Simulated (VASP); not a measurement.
# K2WF4 (C2/m) in VASP: single point with PBE

Aim: the single point of K2WF4 with PBE.

Program: VASP 6.6.1. These are calculated values, not measurements. Logs are shortened: lines on timing, memory, paths and dates and some standing lists are left out, and cuts for length are marked.

**1. The cell of the first run**

Symmetry: C2/m, No. 12, monoclinic system. Conventional cell: a = 12.726 Å, b = 6.270 Å, c = 7.765 Å, α = 90.00°, β = 115.96°, γ = 90.00°. F (site symmetry m) has 1 W at 1.86 Å within 2.5 Å. Within 2.4 Å of F (site symmetry m) lie 1 W at 1.80 Å. Within 2.4 Å of F (site symmetry 1) lie 1 W at 1.84 Å. Within 2.4 Å of W (site symmetry m) lie 4 F at 1.80 to 1.86 Å. K (site symmetry m) has 8 F at 2.76 to 3.28 Å and 3 W at 3.67 to 3.76 Å and 2 K at 3.82 Å within 3.9 Å. Within 3.9 Å of K (site symmetry m) lie 8 F at 2.78 to 3.28 Å and 3 K at 3.55 to 3.82 Å and 2 W at 3.79 Å.

**2. Single point, PBE**

File INCAR:

```
SYSTEM = K2WF4
PREC = Accurate
ENCUT = 520
EDIFF = 1E-7
ISMEAR = -1
SIGMA = 0.1
LREAL = .FALSE.
LASPH = .TRUE.
NELM = 60
ALGO = Normal
ISIF = 2
LWAVE = .FALSE.
LCHARG = .FALSE.
GGA = PE
NBANDS = 73
LUSENCCL = .FALSE.
```

File KPOINTS:

```
regular mesh
0
G
  5 5 4
  0 0 0
```

File POSCAR:

```
K2WF4
1.0
    0.0000000000      6.2704940000      0.0000000000
    6.3629340000     -3.1352470000      0.0000000000
    3.3990500000      0.0000000000     -6.9814590000
F W K
8 2 4
Direct
    0.3360000000      0.6720000000      0.6230000000
    0.6640000000      0.3280000000      0.3770000000
    0.0840000000      0.1680000000      0.6490000000
    0.9160000000      0.8320000000      0.3510000000
    0.3800000000      0.2820000000      0.9260000000
    0.0980000000      0.7180000000      0.0740000000
    0.6200000000      0.7180000000      0.0740000000
    0.9020000000      0.2820000000      0.9260000000
    0.1755000000      0.3510000000      0.7725000000
    0.8245000000      0.6490000000      0.2275000000
    0.8460000000      0.6920000000      0.7410000000
    0.1540000000      0.3080000000      0.2590000000
    0.5100000000      0.0200000000      0.7650000000
    0.4900000000      0.9800000000      0.2350000000
```

Potentials or basis: VASP PAW PBE potentials, release 64 (F, W_sv, K_sv).

The run is started by

```sh
$ cat potpaw_PBE.64/F/POTCAR potpaw_PBE.64/W_sv/POTCAR potpaw_PBE.64/K_sv/POTCAR > POTCAR
$ mpirun -np 1 vasp_std > vasp.out
```

OUTCAR:

```text
SYSTEM = K2WF4
   PREC = Accurate
   ENCUT = 520
   EDIFF = 1E-7
   ISMEAR = -1
   LREAL = .FALSE.
   LASPH = .TRUE.
   NELM = 60
   ISIF = 2
   GGA = PE

 ion  position               nearest neighbor table
   1  0.336  0.672  0.623-   9 1.86  14 2.78
   2  0.664  0.328  0.377-  10 1.86  13 2.78
   3  0.084  0.168  0.649-   9 1.80  12 2.76  11 2.79
   4  0.916  0.832  0.351-  10 1.80  11 2.76  12 2.79
   5  0.380  0.282  0.926-   9 1.84  14 2.84
   6  0.098  0.718  0.074-  10 1.84  13 2.84
   7  0.620  0.718  0.074-  10 1.84  13 2.84
   8  0.902  0.282  0.926-   9 1.84  14 2.84
   9  0.175  0.351  0.773-   3 1.80   8 1.84   5 1.84   1 1.86
  10  0.825  0.649  0.227-   4 1.80   6 1.84   7 1.84   2 1.86
  11  0.846  0.692  0.741-   4 2.76   3 2.79
  12  0.154  0.308  0.259-   3 2.76   4 2.79
  13  0.510  0.020  0.765-   2 2.78   6 2.84   7 2.84  14 3.55
  14  0.490  0.980  0.235-   1 2.78   5 2.84   8 2.84  13 3.55

  LATTYP: Found a base centered monoclinic cell.
 ALAT       =    12.7258680000
 B/A-ratio  =     0.4927360554
 C/A-ratio  =     0.6101698623
 COS(beta)  =    -0.4377431774

  Lattice vectors:

 A1 = (  -6.3629340000,  -3.1352470000,   0.0000000000)
 A2 = (  -6.3629340000,   3.1352470000,   0.0000000000)
 A3 = (   3.3990500000,   0.0000000000,  -6.9814590000)

Analysis of symmetry for initial positions (statically):
=====================================================================
 Subroutine PRICEL returns:
 Original cell was already a primitive cell.

 Routine SETGRP: Setting up the symmetry group for a
 base centered monoclinic supercell.

 Subroutine GETGRP returns: Found  4 space group operations
 (whereof  4 operations were pure point group operations)
 out of a pool of  4 trial point group operations.

The static configuration has the point symmetry C_2h.

Analysis of symmetry for dynamics (positions and initial velocities):
=====================================================================
 Subroutine PRICEL returns:
 Original cell was already a primitive cell.

 Routine SETGRP: Setting up the symmetry group for a
 base centered monoclinic supercell.

 Subroutine GETGRP returns: Found  4 space group operations
 (whereof  4 operations were pure point group operations)
 out of a pool of  4 trial point group operations.

The dynamic configuration has the point symmetry C_2h.

 Subroutine INISYM returns: Found  4 space group operations
 (whereof  4 operations are pure point group operations),
 and found     1 'primitive' translations

----------------------------------------------------------------------------------------

                                     Primitive cell

  volume of cell :     278.5514

  direct lattice vectors                    reciprocal lattice vectors
     0.000000000  6.270494000  0.000000000     0.078580102  0.159477068  0.038258148
     6.362934000 -3.135247000  0.000000000     0.157160203 -0.000000000  0.076516297
     3.399050000  0.000000000 -6.981459000     0.000000000  0.000000000 -0.143236536

  length of vectors
     6.270494000  7.093426735  7.764941125     0.181855584  0.174797234  0.143236536

  position of ions in fractional coordinates (direct lattice)
     0.336000000  0.672000000  0.623000000
     0.664000000  0.328000000  0.377000000
     0.084000000  0.168000000  0.649000000
     0.916000000  0.832000000  0.351000000
     0.380000000  0.282000000  0.926000000
     0.098000000  0.718000000  0.074000000
     0.620000000  0.718000000  0.074000000
     0.902000000  0.282000000  0.926000000
     0.175500000  0.351000000  0.772500000
     0.824500000  0.649000000  0.227500000
     0.846000000  0.692000000  0.741000000
     0.154000000  0.308000000  0.259000000
     0.510000000  0.020000000  0.765000000
     0.490000000  0.980000000  0.235000000

  ion indices of the primitive-cell ions
   primitive index   ion index
                 1           1
                 2           2
                 3           3
                 4           4
                 5           5
                 6           6
                 7           7
                 8           8
                 9           9
                10          10
                11          11
                12          12
                13          13
                14          14

----------------------------------------------------------------------------------------

 KPOINTS: regular mesh

Automatic generation of k-mesh.
 Grid dimensions read from file:
 generate k-points for:    5    5    4

 Generating k-lattice:

  Cartesian coordinates                     Fractional coordinates (reciprocal lattice)
     0.015716020  0.031895414  0.007651630     0.200000000 -0.000000000  0.000000000
     0.031432041 -0.000000000  0.015303259     0.000000000  0.200000000  0.000000000
     0.000000000  0.000000000 -0.035809134     0.000000000  0.000000000  0.250000000

  Length of vectors
     0.036371117  0.034959447  0.035809134

  Shift w.r.t. Gamma in fractional coordinates (k-lattice)
     0.000000000  0.000000000  0.000000000

 Subroutine IBZKPT returns following result:
 ===========================================

 Found     33 irreducible k-points:

 Following reciprocal coordinates:
            Coordinates               Weight
  0.000000  0.000000  0.000000      1.000000
  0.200000  0.000000  0.000000      4.000000
  0.400000  0.000000  0.000000      4.000000
  0.000000  0.200000  0.000000      2.000000
  0.200000  0.200000  0.000000      4.000000
  0.400000  0.200000  0.000000      4.000000
[... 16 lines left out ...]
  0.200000 -0.400000  0.250000      4.000000
  0.000000 -0.200000  0.250000      2.000000
 [... further k-points ...]
   k-points           NKPTS =     33   k-points in BZ     NKDIM =     33   number of bands    NBANDS=     73
   number of dos      NEDOS =    301   number of ions     NIONS =     14
   total plane-waves  NPLWV = 155520
   dimension x,y,z NGX =    48 NGY =   54 NGZ =   60
   dimension x,y,z NGXF=    96 NGYF=  108 NGZF=  120
   ions per type =               8   2   4
   NGX,Y,Z   is equivalent  to a cutoff of  12.73, 12.66, 12.85 a.u.
   NGXF,Y,Z  is equivalent  to a cutoff of  25.45, 25.31, 25.69 a.u.
 SYSTEM =  K2WF4
   PREC   = accura    normal or accurate (medium, high low for compatibility)
   ISTART =      0    job   : 0-new  1-cont  2-samecut
   ICHARG =      2    charge: 1-file 2-atom 10-const
   ISPIN  =      1    spin polarized calculation?
   LNONCOLLINEAR =      F non collinear calculations
   LSORBIT =      F    spin-orbit coupling
   LASPH  =      T    aspherical Exc in radial PAW
   ENCUT  =  520.0 eV  38.22 Ry    6.18 a.u.  11.66 13.19 14.44*2*pi/ulx,y,z
   NELM   =     60;   NELMIN=  2; NELMDL= -5     # of ELM steps
   EDIFF  = 0.1E-06   stopping-criterion for ELM
   LREAL  =      F    real-space projection
   EDIFFG = 0.1E-05   stopping-criterion for IOM
   NSW    =      0    number of steps for IOM
   IBRION =     -1    ionic relax: 0-MD 1-quasi-New 2-CG
   NFREE  =      0    steps in history (QN), initial steepest desc. (CG)
   ISIF   =      2    stress and relaxation
   ISYM   =      2    0-nonsym 1-usesym 2-fastsym
   POTIM  = 0.5000    time-step for ionic-motion
   TEBEG  =    0.0;   TEEND  =   0.0 temperature during run
   PSTRESS=    0.0 pullay stress
   NELECT =     120.0000    total number of electrons
   NUPDOWN=      -1.0000    fix difference up-down
   EMIN   =  10.00;   EMAX   =-10.00  energy-range for DOS
   EFERMI =   0.00;   METHOD = LEGACY
   ISMEAR =    -1;   SIGMA  =   0.10  broadening in eV -4-tet -1-fermi 0-gaus
   EFERMI_NEDOS =   21; number of points for ismear=-14 and -15
   IALGO  =     38    algorithm
   IMIX   =      4    mixing-type and parameters
     AMIX     =   0.40;   BMIX     =  1.00
     AMIX_MAG =   1.60;   BMIX_MAG =  1.00
  volume/ion in A,a.u.               =      19.90       134.27
  Fermi-wavevector in a.u.,A,eV,Ry     =   1.236422  2.336499 20.799768  1.528740
  Thomas-Fermi vector in A             =   2.371031
   LORBIT       =      0    0 simple, 1 ext, 2 COOP (PROOUT), +10 PAW based schemes
   GGA     = PE    functional components
   LHFCALC =     F    Hartree Fock is set to
   AEXX    =    0.0000 exact exchange contribution
   IVDW    =     0    specifies the selected vdW correction
   LEPSILON=     F    determine dielectric tensor
   LRPA    =     F    only Hartree local field effects (RPA)
 non-spin polarized calculation
  energy-cutoff  :      520.00
  volume of cell :      278.55
 maximum number of plane-waves:      7522
   NGX = 23   NGY = 27   NGZ = 29

 number of electron     120.0000027 magnetization

 Free energy of the ion-electron system (eV)
  ---------------------------------------------------
  ext. energy  EPLUGINS =         0.00000000
  ---------------------------------------------------
  free energy    TOTEN  =       -62.91713151 eV

  energy without entropy =      -62.35387335  energy(sigma->0) =      -62.63550243

 E-fermi :   4.0946     XC(G=0):  -8.4780

 val. band max:        4.0924450042   @ k =   0.4000   0.2000   0.0000
 cond. band min:       4.0984816355   @ k =   0.4000   0.0000   0.5000
 fundamental gap:      0.0060366313
 Fermi energy:         4.0946420310

 k-point     1 :       0.0000    0.0000    0.0000
  band No.  band energies     occupation
      1     -71.8829      2.00000
      2     -71.8829      2.00000
      3     -36.7724      2.00000
      4     -36.7722      2.00000
      5     -36.4301      2.00000
      6     -36.4300      2.00000
[... 64 lines left out ...]
     71       7.0575      0.00000
     72       7.2913      0.00000

 k-point     2 :       0.2000    0.0000    0.0000
  band No.  band energies     occupation
      1     -71.8829      2.00000
      2     -71.8829      2.00000
      3     -36.7724      2.00000
      4     -36.7722      2.00000
      5     -36.4303      2.00000
      6     -36.4300      2.00000
[... 64 lines left out ...]
     71       6.7519      0.00000
     72       7.1244      0.00000

 k-point     3 :       0.4000    0.0000    0.0000
  band No.  band energies     occupation
      1     -71.8829      2.00000
      2     -71.8829      2.00000
      3     -36.7723      2.00000
      4     -36.7722      2.00000
      5     -36.4304      2.00000
      6     -36.4299      2.00000
[... 1564 lines left out ...]
     71       6.6488      0.00000
     72       7.1545      0.00000

 k-point    24 :       0.0000   -0.2000    0.2500
  band No.  band energies     occupation
      1     -71.8829      2.00000
      2     -71.8829      2.00000
      3     -36.7724      2.00000
      4     -36.7722      2.00000
      5     -36.4304      2.00000
      6     -36.4298      2.00000
[... 64 lines left out ...]
     71       7.0401      0.00000
     72       7.2256      0.00000

 [... further k-points ...]

 [bands above 72 left out]

------------------------ aborting loop because EDIFF is reached ----------------------------------------

  FORCE on cell =-STRESS in cart. coord.  units (eV):
  Direction    XX          YY          ZZ          XY          YZ          ZX
  --------------------------------------------------------------------------------------
  -------------------------------------------------------------------------------------
  Total       32.3354094     30.2325557     20.2062083      0.0000000      0.0000000     -3.0422072
  in kB      185.9874240    173.8921903    116.2224542      0.0000000      0.0000000    -17.4982254
  external PRESSURE =     158.7006895 kB  Pullay stress =       0.0000000 kB

 VOLUME and BASIS-vectors are now :
 -----------------------------------------------------------------------------
  energy-cutoff  :      520.00
  volume of cell :      278.55
      direct lattice vectors                 reciprocal lattice vectors
     0.000000000  6.270494000  0.000000000     0.078580102  0.159477068  0.038258148
     6.362934000 -3.135247000  0.000000000     0.157160203 -0.000000000  0.076516297
     3.399050000  0.000000000 -6.981459000     0.000000000  0.000000000 -0.143236536

 POSITION                                       TOTAL-FORCE (eV/Angst)
 -----------------------------------------------------------------------------------
      6.39350      0.00000     -4.34945         4.512977      0.000000      1.586526
      3.36848      3.13525     -2.63201        -4.512977     -0.000000     -1.586526
      3.27496      0.00000     -4.53097        -5.652064      0.000000      2.093157
      6.48703      3.13525     -2.45049         5.652064      0.000000     -2.093157
      4.94187      1.49865     -6.46483         0.478596      4.649568     -2.956516
      4.82012     -1.63660     -0.51663        -0.478596      4.649568      2.956516
      4.82012      1.63660     -0.51663        -0.478596     -4.649568      2.956516
      4.94187      4.77185     -6.46483         0.478596     -4.649568     -2.956516
      4.85916      0.00000     -5.39318         0.271244      0.000000      2.317945
      4.90283      3.13525     -1.58828        -0.271244     -0.000000     -2.317945
      6.92185      3.13525     -5.17326        -0.211340     -0.000000      0.048238
      2.84014      0.00000     -1.80820         0.211340      0.000000     -0.048238
      2.72753      3.13525     -5.34082         0.144303      0.000000      0.149087
      7.03445      0.00000     -1.64064        -0.144303      0.000000     -0.149087
 -----------------------------------------------------------------------------------
    total drift:                                0.000000      0.000000      0.000000

  FREE ENERGIE OF THE ION-ELECTRON SYSTEM (eV)
  ---------------------------------------------------
  free  energy   TOTEN  =       -62.9171315109 eV

  energy  without entropy=      -62.3538733511  energy(sigma->0) =      -62.63550243
```

It took 3 min on 1 × NVIDIA H100 80GB with 1 thread of Intel Xeon Platinum 8481C at 2.70GHz (Sapphire Rapids), shared host; peak memory 1.7 GiB.

Results:

- Free energy: -62.9171 eV
- Pressure: 15.9 GPa
- Largest force: 6.027 eV/Å
- Band gap on the k mesh: zero (bands 60 and 61 overlap by 0.02 eV)

Forces on the atoms (eV/Å):
```
F    4.513  0.000  1.587
F   -4.513  0.000 -1.587
F   -5.652  0.000  2.093
F    5.652  0.000 -2.093
F    0.479  4.650 -2.957
F   -0.479  4.650  2.957
F   -0.479 -4.650  2.957
F    0.479 -4.650 -2.957
W    0.271  0.000  2.318
W   -0.271  0.000 -2.318
K   -0.211  0.000  0.048
K    0.211  0.000 -0.048
K    0.144  0.000  0.149
K   -0.144  0.000 -0.149
```

Stress tensor (GPa, compression positive):
```
18.60  0.00 -1.75
 0.00 17.39  0.00
-1.75  0.00 11.62
```

Caveat: the cell stands under pressure; spin-orbit coupling is left out, which moves the levels of the heavy elements; forces of over 1 eV/Å act on the atoms, so gaps and moduli don't describe the material at rest.
